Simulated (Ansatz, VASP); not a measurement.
# Ru in VASP and in Ansatz

File INCAR:

```
PREC = Accurate
ENCUT = 500
EDIFF = 1E-7
ISMEAR = 0
SIGMA = 0.1
LREAL = F
LASPH = T
NELM = 120
ALGO = Normal
ISIF = 3
LWAVE = F
LCHARG = F
GGA = PS
IBRION = 2
NSW = 100
EDIFFG = -0.01
GGA_COMPAT = F
NELMIN = 4
```

KPOINTS

```
Automatic mesh
0
Gamma
  18 18 10
```

File POSCAR:

```
Ru
1.0
    2.6946173501      0.0000000000      0.0000000000
   -1.3473086750      2.3336070787      0.0000000000
    0.0000000000      0.0000000000      4.2392597277
Ru
2
Direct
    0.3333333333      0.6666666667      0.2500000000
    0.6666666667      0.3333333333      0.7500000000
```

Input for Ansatz:

```yaml
crystal:
  lattice:
    - [2.6946173501, 0.0, 0.0]
    - [-1.347308675, 2.3336070787, 0.0]
    - [0.0, 0.0, 4.2392597277]
  atoms:
    - { symbol: Ru, position: [0.3333333333, 0.6666666667, 0.25] }
    - { symbol: Ru, position: [0.6666666667, 0.3333333333, 0.75] }
basis:
  ecutwfc: 420
kpoints:
  mp_grid: { grid: [18, 18, 10] }
hamiltonian:
  xc: pbesol
scf:
  occupations: { method: gaussian, width: 0.1 }
output:
  forces: true
  stress: true
  eigenvalues: true
relax:
  adjacent_minimum: "off"
  f_tol: 0.01
  max_steps: 80
  cell: { stress_tol: 0.05 }
```

Alike in both runs: task relaxation of cell and atoms; functional PBEsol; k mesh 18 × 18 × 10; occupations gaussian, width 0.1 eV; no spin polarisation.

|  | VASP | Ansatz |
| --- | --- | --- |
| version | VASP 6.6.1 | Ansatz 0.2.0 |
| potentials or method | VASP PAW PBE potentials, release 64 (Ru_pv), cutoff 500 eV | scalar-relativistic, plane waves, PAW |
| valence electrons in the cell | 28 | 32 |

```csv
,VASP,Ansatz,Ansatz less VASP
"gap on the k mesh at the Fermi level, each at its own relaxed structure (eV)",none,none,-
relaxed volume (Å³/atom),13.32,13.32,+0.003
relaxed cell length with the largest relative difference (Å),2.689,2.690,+0.0002
```

VASP's potentials were made for PBE, not for PBEsol. A gap of «none» marks a metal or a gap that the smearing closes. VASP's potentials hold 28 valence electrons a cell and Ansatz's 32, so a difference there can come from the potentials and not from the codes.
